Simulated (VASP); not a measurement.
A run of VASP 6.6.1 is set up as follows.

POSCAR

```
Ti
1.0
    4.6822222489      0.0000000000      0.0000000000
   -2.3411111244      4.0549234137      0.0000000000
    0.0000000000      0.0000000000      2.6833347900
Ti
3
Direct
    0.0000000000      0.0000000000      0.0000000000
    0.3333333333      0.6666666667      0.5000000000
    0.6666666667      0.3333333333      0.5000000000
```

The input INCAR.step1:

```
PREC     = Accurate       # precision mode
ENCUT    = 520            # plane-wave cutoff, eV
ISMEAR   = 0              # smearing method
SIGMA    = 0.15           # smearing width, eV
LREAL    = F              # projectors in reciprocal space
LASPH    = T              # aspherical terms in the spheres
NELM     = 80             # most SCF steps
NBANDS   = 25             # bands
GGA      = PE             # functional
ALGO     = Normal         # electronic algorithm
EDIFF    = 1E-4           # SCF threshold, eV
LWAVE    = T              # write WAVECAR
LCHARG   = F              # write CHGCAR
```

INCAR.step2

```
PREC     = Accurate       # precision mode
ENCUT    = 520            # plane-wave cutoff, eV
EDIFF    = 1E-7           # SCF threshold, eV
ISMEAR   = 0              # smearing method
SIGMA    = 0.15           # smearing width, eV
LREAL    = F              # projectors in reciprocal space
LASPH    = T              # aspherical terms in the spheres
NELM     = 80             # most SCF steps
ALGO     = Normal         # electronic algorithm
ISIF     = 2              # what is computed and relaxed
LWAVE    = F              # write WAVECAR
LCHARG   = F              # write CHGCAR
METAGGA  = R2SCAN         # meta-GGA
LMIXTAU  = T            
NBANDS   = 25             # bands
ISTART   = 1
```

The input KPOINTS:

```
regular mesh
0
Gamma
  12 12 16
```

Potentials or basis: VASP PAW PBE potentials, release 64 (Ti_sv).

Command:

```sh
$ cat potpaw_PBE.64/Ti_sv/POTCAR > POTCAR
$ cp INCAR.step1 INCAR
$ mpirun -np 1 vasp_std > vasp.out
$ cp INCAR.step2 INCAR
$ mpirun -np 1 vasp_std > vasp.out
```

(1) Estimate the pressure.

(2) Predict the band gap on the k mesh.

Results:

(1) 1.4 GPa.

(2) zero (bands 18 and 19 overlap by 0.32 eV).

Caveat: the cell differs from its parent crystal (strain +0.025 along x and y, -0.050 along z); the PAW data sets were made with another functional, which shifts forces and pressure a little.
